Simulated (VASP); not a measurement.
A run of VASP 6.6.1 is set up as follows.

INCAR

```
SYSTEM = Ta
ALGO     = Normal         ! electronic algorithm
EDIFF    = 1E-7           ! SCF threshold, eV
ENCUT    = 520            ! plane-wave cutoff, eV
GGA      = PE             ! functional
ISIF     = 2              ! what is computed and relaxed
ISMEAR   = -1             ! smearing method
LASPH    = .TRUE.         ! aspherical terms in the spheres
LCHARG   = .FALSE.        ! write CHGCAR
LREAL    = .FALSE.        ! projectors in reciprocal space
LWAVE    = .FALSE.        ! write WAVECAR
NBANDS   = 12             ! bands
NELM     = 60             ! most SCF steps
PREC     = Accurate       ! precision mode
SIGMA    = 0.1            ! smearing width, eV
```

KPOINTS

```
k-points
0
G
  11 11 11
  0 0 0
```

File POSCAR:

```
Ta
1.0
   -1.6607181506      1.6607181506      1.6607181506
    1.6607181506     -1.6607181506      1.6607181506
    1.6607181506      1.6607181506     -1.6607181506
Ta
1
Direct
    0.0000000000      0.0000000000      0.0000000000
```

Potentials or basis: VASP PAW PBE potentials, release 64 (Ta_pv).

Run with:

```sh
$ cat potpaw_PBE.64/Ta_pv/POTCAR > POTCAR
$ mpirun -np 1 vasp_std > vasp.out
```

Estimate the pressure.

-0.3 GPa.
